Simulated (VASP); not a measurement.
# WS2 (P6_3/mmc) in VASP: a series of runs

WS2 is run at these levels: PBEsol; tasks: single point.

Everything below comes from runs of VASP 6.6.1. Logs are shortened: lines on timing, memory, paths and dates and some standing lists are left out, and cuts for length are marked.

## (1) The cell of the first run

Symmetry: P6_3/mmc, No. 194, hexagonal system. The conventional cell has a = 3.118 Å, b = 3.118 Å, c = 12.583 Å, α = 90.00°, β = 90.00°, γ = 120.00°. W (site symmetry -6m2) has 6 S at 2.49 Å and 6 W at 3.12 Å within 3.3 Å. S (site symmetry 3m) has 3 W at 2.49 Å and 10 S at 3.12 to 3.44 Å within 3.5 Å.

## (2) Single point, PBEsol (atoms shifted along a free coordinate)

INCAR

```
SYSTEM = WS2
PREC = Accurate
ENCUT = 520
EDIFF = 1E-6
ISMEAR = 0
SIGMA = 0.05
LREAL = .FALSE.
LASPH = .TRUE.
NELM = 80
ALGO = Normal
ISIF = 2
LWAVE = .FALSE.
LCHARG = .FALSE.
GGA = PS
NBANDS = 35
```

KPOINTS

```
Automatic mesh
0
G
  12 12 2
  0 0 0
```

POSCAR

```
WS2
1.0
    3.1180283786      0.0000000000      0.0000000000
   -1.5590141893      2.7002917856      0.0000000000
    0.0000000000      0.0000000000     12.5828033276
W S
2 4
Direct
    0.3333333333      0.6666666667      0.2500000000
    0.6666666667      0.3333333333      0.7500000000
    0.3333333333      0.6666666667      0.6134192893
    0.6666666667      0.3333333333      0.1134192893
    0.3333333333      0.6666666667      0.8865807107
    0.6666666667      0.3333333333      0.3865807107
```

Potentials or basis: VASP PAW PBE potentials, release 64 (W_sv, S).

Launch:

```
cat potpaw_PBE.64/W_sv/POTCAR potpaw_PBE.64/S/POTCAR > POTCAR
mpirun -np 1 vasp_std > vasp.out
```

OUTCAR:

```text
SYSTEM = WS2
   PREC = Accurate
   ENCUT = 520
   EDIFF = 1E-6
   ISMEAR = 0
   LREAL = .FALSE.
   LASPH = .TRUE.
   NELM = 80
   ISIF = 2
   GGA = PS

 ion  position               nearest neighbor table
   1  0.333  0.667  0.250-   4 2.49   6 2.49   4 2.49   6 2.49   4 2.49   6 2.49
   2  0.667  0.333  0.750-   3 2.49   5 2.49   3 2.49   5 2.49   3 2.49   5 2.49
   3  0.333  0.667  0.613-   2 2.49   2 2.49   2 2.49
   4  0.667  0.333  0.113-   1 2.49   1 2.49   1 2.49
   5  0.333  0.667  0.887-   2 2.49   2 2.49   2 2.49
   6  0.667  0.333  0.387-   1 2.49   1 2.49   1 2.49

  LATTYP: Found a hexagonal cell.
 ALAT       =     3.1180283786
 C/A-ratio  =     4.0354999377

  Lattice vectors:

 A1 = (   3.1180283786,   0.0000000000,   0.0000000000)
 A2 = (  -1.5590141893,   2.7002917856,   0.0000000000)
 A3 = (   0.0000000000,   0.0000000000,  12.5828033276)

Analysis of symmetry for initial positions (statically):
=====================================================================
 Subroutine PRICEL returns:
 Original cell was already a primitive cell.

 Routine SETGRP: Setting up the symmetry group for a
 hexagonal supercell.

 Subroutine GETGRP returns: Found 24 space group operations
 (whereof 12 operations were pure point group operations)
 out of a pool of 24 trial point group operations.

The static configuration has the point symmetry D_3d.
 The point group associated with its full space group is D_6h.

Analysis of symmetry for dynamics (positions and initial velocities):
=====================================================================
 Subroutine PRICEL returns:
 Original cell was already a primitive cell.

 Routine SETGRP: Setting up the symmetry group for a
 hexagonal supercell.

 Subroutine GETGRP returns: Found 24 space group operations
 (whereof 12 operations were pure point group operations)
 out of a pool of 24 trial point group operations.

The dynamic configuration has the point symmetry D_3d.
 The point group associated with its full space group is D_6h.

 Subroutine INISYM returns: Found 24 space group operations
 (whereof 12 operations are pure point group operations),
 and found     1 'primitive' translations

----------------------------------------------------------------------------------------

                                     Primitive cell

  volume of cell :     105.9420

  direct lattice vectors                    reciprocal lattice vectors
     3.118028379  0.000000000  0.000000000     0.320715490  0.185165175  0.000000000
    -1.559014189  2.700291786  0.000000000     0.000000000  0.370330349  0.000000000
     0.000000000  0.000000000 12.582803328     0.000000000  0.000000000  0.079473546

  length of vectors
     3.118028379  3.118028379 12.582803328     0.370330349  0.370330349  0.079473546

  position of ions in fractional coordinates (direct lattice)
     0.333333333  0.666666667  0.250000000
     0.666666667  0.333333333  0.750000000
     0.333333333  0.666666667  0.613419289
     0.666666667  0.333333333  0.113419289
     0.333333333  0.666666667  0.886580711
     0.666666667  0.333333333  0.386580711

  ion indices of the primitive-cell ions
   primitive index   ion index
                 1           1
                 2           2
                 3           3
                 4           4
                 5           5
                 6           6

----------------------------------------------------------------------------------------

 KPOINTS: Automatic mesh

Automatic generation of k-mesh.
 Grid dimensions read from file:
 generate k-points for:   12   12    2

 Generating k-lattice:

  Cartesian coordinates                     Fractional coordinates (reciprocal lattice)
     0.026726291  0.015430431  0.000000000     0.083333333  0.000000000  0.000000000
     0.000000000  0.030860862  0.000000000     0.000000000  0.083333333  0.000000000
     0.000000000  0.000000000  0.039736773     0.000000000  0.000000000  0.500000000

  Length of vectors
     0.030860862  0.030860862  0.039736773

  Shift w.r.t. Gamma in fractional coordinates (k-lattice)
     0.000000000  0.000000000  0.000000000

 Subroutine IBZKPT returns following result:
 ===========================================

 Found     38 irreducible k-points:

 Following reciprocal coordinates:
            Coordinates               Weight
  0.000000  0.000000  0.000000      1.000000
  0.083333 -0.000000  0.000000      6.000000
  0.166667 -0.000000  0.000000      6.000000
  0.250000 -0.000000  0.000000      6.000000
  0.333333 -0.000000  0.000000      6.000000
  0.416667  0.000000  0.000000      6.000000
[... 16 lines left out ...]
  0.250000 -0.000000  0.500000      6.000000
  0.333333 -0.000000  0.500000      6.000000
 [... further k-points ...]
   k-points           NKPTS =     38   k-points in BZ     NKDIM =     38   number of bands    NBANDS=     35
   number of dos      NEDOS =    301   number of ions     NIONS =      6
   total plane-waves  NPLWV =  55296
   dimension x,y,z NGX =    24 NGY =   24 NGZ =   96
   dimension x,y,z NGXF=    48 NGYF=   48 NGZF=  192
   ions per type =               2   4
   NGX,Y,Z   is equivalent  to a cutoff of  12.80, 12.80, 12.68 a.u.
   NGXF,Y,Z  is equivalent  to a cutoff of  25.59, 25.59, 25.37 a.u.
 SYSTEM =  WS2
   PREC   = accura    normal or accurate (medium, high low for compatibility)
   ISTART =      0    job   : 0-new  1-cont  2-samecut
   ICHARG =      2    charge: 1-file 2-atom 10-const
   ISPIN  =      1    spin polarized calculation?
   LNONCOLLINEAR =      F non collinear calculations
   LSORBIT =      F    spin-orbit coupling
   LASPH  =      T    aspherical Exc in radial PAW
   ENCUT  =  520.0 eV  38.22 Ry    6.18 a.u.   5.80  5.80 23.40*2*pi/ulx,y,z
   NELM   =     80;   NELMIN=  2; NELMDL= -5     # of ELM steps
   EDIFF  = 0.1E-05   stopping-criterion for ELM
   LREAL  =      F    real-space projection
   EDIFFG = 0.1E-04   stopping-criterion for IOM
   NSW    =      0    number of steps for IOM
   IBRION =     -1    ionic relax: 0-MD 1-quasi-New 2-CG
   NFREE  =      0    steps in history (QN), initial steepest desc. (CG)
   ISIF   =      2    stress and relaxation
   ISYM   =      2    0-nonsym 1-usesym 2-fastsym
   POTIM  = 0.5000    time-step for ionic-motion
   TEBEG  =    0.0;   TEEND  =   0.0 temperature during run
   PSTRESS=    0.0 pullay stress
   NELECT =      52.0000    total number of electrons
   NUPDOWN=      -1.0000    fix difference up-down
   EMIN   =  10.00;   EMAX   =-10.00  energy-range for DOS
   EFERMI =   0.00;   METHOD = LEGACY
   ISMEAR =     0;   SIGMA  =   0.05  broadening in eV -4-tet -1-fermi 0-gaus
   EFERMI_NEDOS =   21; number of points for ismear=-14 and -15
   IALGO  =     38    algorithm
   IMIX   =      4    mixing-type and parameters
     AMIX     =   0.40;   BMIX     =  1.00
     AMIX_MAG =   1.60;   BMIX_MAG =  1.00
  volume/ion in A,a.u.               =      17.66       119.16
  Fermi-wavevector in a.u.,A,eV,Ry     =   1.291378  2.440350 22.689836  1.667656
  Thomas-Fermi vector in A             =   2.423151
   LORBIT       =      0    0 simple, 1 ext, 2 COOP (PROOUT), +10 PAW based schemes
   GGA     = PS    functional components
   LHFCALC =     F    Hartree Fock is set to
   AEXX    =    0.0000 exact exchange contribution
   IVDW    =     0    specifies the selected vdW correction
   LEPSILON=     F    determine dielectric tensor
   LRPA    =     F    only Hartree local field effects (RPA)
 non-spin polarized calculation
 Gauss-broadening in eV      SIGMA  =   0.05
  energy-cutoff  :      520.00
  volume of cell :      105.94
 maximum number of plane-waves:      2878
 NGX is ok and might be reduce to    24
   NGX = 11   NGY = 11   NGZ = 47

 number of electron      51.9999995 magnetization

 Free energy of the ion-electron system (eV)
  ---------------------------------------------------
  ext. energy  EPLUGINS =         0.00000000
  ---------------------------------------------------
  free energy    TOTEN  =       -49.81746411 eV

  energy without entropy =      -49.81746411  energy(sigma->0) =      -49.81746411

 E-fermi :   7.3100     XC(G=0): -11.2817

 val. band max:        6.9988276274   @ k =   0.3333   0.3333   0.0000
 cond. band min:       7.8386947321   @ k =   0.1667   0.1667   0.0000
 fundamental gap:      0.8398671046
 Fermi energy:         7.3099574788

 k-point     1 :       0.0000    0.0000    0.0000
  band No.  band energies     occupation
      1     -67.2147      2.00000
      2     -67.2147      2.00000
      3     -31.4500      2.00000
      4     -31.4500      2.00000
      5     -31.1964      2.00000
      6     -31.1964      2.00000
[... 27 lines left out ...]
     34       9.8175      0.00000
     35      12.3011      0.00000

 k-point     2 :       0.0833   -0.0000    0.0000
  band No.  band energies     occupation
      1     -67.2132      2.00000
      2     -67.2132      2.00000
      3     -31.4455      2.00000
      4     -31.4455      2.00000
      5     -31.2229      2.00000
      6     -31.2229      2.00000
[... 27 lines left out ...]
     34      10.0219      0.00000
     35      12.7879      0.00000

 k-point     3 :       0.1667   -0.0000    0.0000
  band No.  band energies     occupation
      1     -67.2093      2.00000
      2     -67.2093      2.00000
      3     -31.4332      2.00000
      4     -31.4331      2.00000
      5     -31.2946      2.00000
      6     -31.2946      2.00000
[... 27 lines left out ...]
     34      10.4554      0.00000
     35      13.4803      0.00000
[... 723 lines left out ...]
 k-point    23 :       0.2500   -0.0000    0.5000
  band No.  band energies     occupation
      1     -67.2039      2.00000
      2     -67.2039      2.00000
      3     -31.4162      2.00000
      4     -31.4162      2.00000
      5     -31.3912      2.00000
      6     -31.3912      2.00000
[... 27 lines left out ...]
     34      10.7088      0.00000
     35      13.4746      0.00000

 k-point    24 :       0.3333   -0.0000    0.5000
  band No.  band energies     occupation
      1     -67.1986      2.00000
      2     -67.1986      2.00000
      3     -31.4863      2.00000
      4     -31.4863      2.00000
      5     -31.3993      2.00000
      6     -31.3993      2.00000
[... 27 lines left out ...]
     34      10.9108      0.00000
     35      12.8407      0.00000

 [... further k-points ...]
[... 5 lines left out ...]
  --------------------------------------------------------------------------------------
  -------------------------------------------------------------------------------------
  Total       -3.3541663     -3.3541663    -15.5839369      0.0000000     -0.0000000      0.0000000
  in kB      -50.7255783    -50.7255783   -235.6782992      0.0000000     -0.0000000      0.0000000
  external PRESSURE =    -112.3764853 kB  Pullay stress =       0.0000000 kB

 VOLUME and BASIS-vectors are now :
 -----------------------------------------------------------------------------
  energy-cutoff  :      520.00
  volume of cell :      105.94
      direct lattice vectors                 reciprocal lattice vectors
     3.118028379  0.000000000  0.000000000     0.320715490  0.185165175  0.000000000
    -1.559014189  2.700291786  0.000000000     0.000000000  0.370330349  0.000000000
     0.000000000  0.000000000 12.582803328     0.000000000  0.000000000  0.079473546

 POSITION                                       TOTAL-FORCE (eV/Angst)
 -----------------------------------------------------------------------------------
     -0.00000      1.80019      3.14570        -0.000000     -0.000000      0.000000
      1.55901      0.90010      9.43710        -0.000000      0.000000      0.000000
     -0.00000      1.80019      7.71853         0.000000     -0.000000      2.411411
      1.55901      0.90010      1.42713        -0.000000      0.000000      2.411411
     -0.00000      1.80019     11.15567         0.000000     -0.000000     -2.411411
      1.55901      0.90010      4.86427         0.000000      0.000000     -2.411411
 -----------------------------------------------------------------------------------
    total drift:                               -0.000000      0.000000     -0.000000

  FREE ENERGIE OF THE ION-ELECTRON SYSTEM (eV)
  ---------------------------------------------------
  free  energy   TOTEN  =       -49.8174641104 eV

  energy  without entropy=      -49.8174641104  energy(sigma->0) =      -49.81746411
```

Wall time 3.5 min (1 thread of Intel Xeon 8259CL, shared host); peak memory 0.29 GiB.

Results:

```yaml
Free_energy: -49.8175 eV
Pressure: -11.2 GPa
Largest_force: 2.411 eV/Å
Band_gap_on_the_k_mesh: 0.84 eV (least direct gap 1.71 eV)
```

Forces on the atoms (eV/Å):
```
W    0.000  0.000  0.000
W    0.000  0.000  0.000
S    0.000  0.000  2.411
S    0.000  0.000  2.411
S    0.000  0.000 -2.411
S    0.000  0.000 -2.411
```

Stress tensor (GPa, compression positive):
```
 -5.07   0.00   0.00
  0.00  -5.07   0.00
  0.00   0.00 -23.57
```

Caveat: the cell differs from its parent crystal (atoms shifted along a free coordinate); the cell stands under tension; the PAW data sets were made with another functional, which shifts forces and pressure a little; spin-orbit coupling is left out, which moves the levels of the heavy elements; this functional lacks dispersion, which binds the layers, so the pressure and a relaxed spacing across them are unreliable.

## (3) Single point, PBEsol (atoms shifted along a free coordinate)

INCAR

```
SYSTEM = WS2
  PREC = Accurate
  ENCUT = 520
  EDIFF = 1E-6
  ISMEAR = 0
  SIGMA = 0.05
  LREAL = .FALSE.
  LASPH = .TRUE.
  NELM = 60
  ALGO = Normal
  ISIF = 2
  LWAVE = .FALSE.
  LCHARG = .FALSE.
  GGA = PS
  NBANDS = 35
```

KPOINTS

```
regular mesh
0
G
  12 12 2
  0 0 0
```

POSCAR

```
WS2
1.0
    3.1462408358      0.0000000000      0.0000000000
   -1.5731204179      2.7247244902      0.0000000000
    0.0000000000      0.0000000000     12.6966546967
W S
2 4
Direct
    0.3333333333      0.6666666667      0.2500000000
    0.6666666667      0.3333333333      0.7500000000
    0.3333333333      0.6666666667      0.6068585060
    0.6666666667      0.3333333333      0.1068585060
    0.3333333333      0.6666666667      0.8931414940
    0.6666666667      0.3333333333      0.3931414940
```

Potentials or basis: VASP PAW PBE potentials, release 64 (W_sv, S).

Launch:

```
cat potpaw_PBE.64/W_sv/POTCAR potpaw_PBE.64/S/POTCAR > POTCAR
mpirun -np 1 vasp_std > vasp.out
```

OUTCAR:

```text
SYSTEM = WS2
   PREC = Accurate
   ENCUT = 520
   EDIFF = 1E-6
   ISMEAR = 0
   LREAL = .FALSE.
   LASPH = .TRUE.
   NELM = 60
   ISIF = 2
   GGA = PS

 ion  position               nearest neighbor table
   1  0.333  0.667  0.250-   4 2.57   6 2.57   4 2.57   6 2.57   4 2.57   6 2.57
   2  0.667  0.333  0.750-   3 2.57   5 2.57   3 2.57   5 2.57   3 2.57   5 2.57
   3  0.333  0.667  0.607-   2 2.57   2 2.57   2 2.57
   4  0.667  0.333  0.107-   1 2.57   1 2.57   1 2.57
   5  0.333  0.667  0.893-   2 2.57   2 2.57   2 2.57
   6  0.667  0.333  0.393-   1 2.57   1 2.57   1 2.57

[... 1121 lines left out ...]
  -------------------------------------------------------------------------------------
  Total       -7.4639047     -7.4639047    -25.1563102      0.0000000      0.0000000      0.0000000
  in kB     -109.8684009   -109.8684009   -370.2999532      0.0000000      0.0000000      0.0000000
  external PRESSURE =    -196.6789183 kB  Pullay stress =       0.0000000 kB

 VOLUME and BASIS-vectors are now :
 -----------------------------------------------------------------------------
  energy-cutoff  :      520.00
  volume of cell :      108.84
      direct lattice vectors                 reciprocal lattice vectors
     3.146240836  0.000000000  0.000000000     0.317839623  0.183504792  0.000000000
    -1.573120418  2.724724490  0.000000000     0.000000000  0.367009583  0.000000000
     0.000000000  0.000000000 12.696654697     0.000000000  0.000000000  0.078760904

 POSITION                                       TOTAL-FORCE (eV/Angst)
 -----------------------------------------------------------------------------------
     -0.00000      1.81648      3.17416         0.000000      0.000000      0.000000
      1.57312      0.90824      9.52249        -0.000000     -0.000000      0.000000
     -0.00000      1.81648      7.70507        -0.000000      0.000000      3.661445
      1.57312      0.90824      1.35675        -0.000000     -0.000000      3.661445
     -0.00000      1.81648     11.33991        -0.000000      0.000000     -3.661445
      1.57312      0.90824      4.99158         0.000000     -0.000000     -3.661445
 -----------------------------------------------------------------------------------
    total drift:                                0.000000     -0.000000      0.000000

  FREE ENERGIE OF THE ION-ELECTRON SYSTEM (eV)
  ---------------------------------------------------
  free  energy   TOTEN  =       -48.5136643146 eV

  energy  without entropy=      -48.5136643146  energy(sigma->0) =      -48.51366431
```

OSZICAR:

```text
N       E                     dE             d eps       ncg     rms          rms(c)
DAV:   1     0.495180561422E+03    0.49518E+03   -0.28186E+04  2940   0.148E+03
DAV:   2    -0.177483894992E+02   -0.51293E+03   -0.49491E+03  3055   0.404E+02
DAV:   3    -0.507619589247E+02   -0.33014E+02   -0.32155E+02  3261   0.946E+01
DAV:   4    -0.516214588917E+02   -0.85950E+00   -0.85469E+00  3227   0.156E+01
DAV:   5    -0.516376231703E+02   -0.16164E-01   -0.16151E-01  3198   0.230E+00    0.291E+01
DAV:   6    -0.495620008476E+02    0.20756E+01   -0.10538E+01  3205   0.216E+01    0.131E+01
DAV:   7    -0.491428700108E+02    0.41913E+00   -0.87053E+00  3063   0.141E+01    0.671E+00
DAV:   8    -0.485122741911E+02    0.63060E+00   -0.11967E+00  3072   0.714E+00    0.249E+00
DAV:   9    -0.485211774722E+02   -0.89033E-02   -0.15820E-01  3130   0.194E+00    0.127E+00
DAV:  10    -0.485149211773E+02    0.62563E-02   -0.42396E-02  3031   0.141E+00    0.639E-01
DAV:  11    -0.485137983320E+02    0.11228E-02   -0.53844E-03  2978   0.467E-01    0.124E-01
DAV:  12    -0.485136605234E+02    0.13781E-03   -0.37814E-04  3161   0.949E-02    0.361E-02
DAV:  13    -0.485136675536E+02   -0.70303E-05   -0.67419E-05  3102   0.356E-02    0.507E-02
DAV:  14    -0.485136659987E+02    0.15549E-05   -0.48882E-06  2699   0.110E-02    0.312E-02
DAV:  15    -0.485136647209E+02    0.12778E-05   -0.17692E-06  1883   0.863E-03    0.149E-02
DAV:  16    -0.485136643146E+02    0.40629E-06   -0.16419E-06  1892   0.788E-03
   1 F= -.48513664E+02 E0= -.48513664E+02  d E =-.451589E-12
```

stdout:

```text
POSCAR found type information on POSCAR W S
 POSCAR found :  2 types and       6 ions
 scaLAPACK will be used
 -----------------------------------------------------------------------------
|                                                                             |
|                                                                             |
|     You enforced a specific xc type in the INCAR file but a different       |
|     I HOPE YOU KNOW WHAT YOU ARE DOING!                                     |
|                                                                             |
 -----------------------------------------------------------------------------

 LDA part: xc-table for (Slater+PW92), standard interpolation
 POSCAR, INCAR and KPOINTS ok, starting setup
 FFT: planning ... GRIDC
 FFT: planning ... GRID_SOFT
 FFT: planning ... GRID
 WAVECAR not read
 entering main loop
```

Wall time 3.8 min (1 thread of Intel Xeon 8259CL, shared host); peak memory 0.29 GiB.

Results:

| Property | Result |
| --- | --- |
| Free energy | -48.5137 eV |
| Pressure | -19.7 GPa |
| Largest force | 3.661 eV/Å |
| Band gap on the k mesh | 0.52 eV (least direct gap 1.24 eV) |

Forces in eV/Å, atoms in the order of the input:
```
W    0.000  0.000  0.000
W    0.000  0.000  0.000
S    0.000  0.000  3.661
S    0.000  0.000  3.661
S    0.000  0.000 -3.661
S    0.000  0.000 -3.661
```

Caveat: the cell differs from its parent crystal (atoms shifted along a free coordinate); the cell stands under tension; the PAW data sets were made with another functional, which shifts forces and pressure a little; spin-orbit coupling is left out, which moves the levels of the heavy elements.

(Part 1 of 2 ends here.)
